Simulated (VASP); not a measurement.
BiMo (zincblende type), 2 atoms in the cell. Symmetry: F-43m, No. 216, cubic system. The conventional cell has a = 6.316 Å, b = 6.316 Å, c = 6.316 Å, α = 90.00°, β = 90.00°, γ = 90.00°. Mo (site symmetry -43m) has 4 Bi at 2.73 Å within 3.6 Å. Within 3.6 Å of Bi (site symmetry -43m) lie 4 Mo at 2.73 Å. 

```yaml
Program: VASP 6.6.1
Task: single point
Functional: PBE
Potentials_or_basis: VASP PAW PBE potentials, release 64 (Mo_sv, Bi_d)
Cutoff: 520 eV
k_mesh: 11 × 11 × 11
Occupations: fermi-dirac, width 0.08 eV
Spin: no spin polarisation
Dipole_correction: no
Further_INCAR_settings: ALGO = Normal; EDIFF = 1e-06; NBANDS = 22
```

Potentials or basis: VASP PAW PBE potentials, release 64 (Mo_sv, Bi_d).

Run with:

```sh
$ cat potpaw_PBE.64/Mo_sv/POTCAR potpaw_PBE.64/Bi_d/POTCAR > POTCAR
$ mpirun -np 1 vasp_std > vasp.out
```

Hardware: 1 thread of Intel(R) Xeon(R) 6975P-C (Granite Rapids), with other jobs on the host.

Estimate the wall time of this run.

It took 28 s on 1 thread of Intel(R) Xeon(R) 6975P-C (Granite Rapids) (shared host), peak memory 0.24 GiB. Counts: scf iterations 13, k points 56.
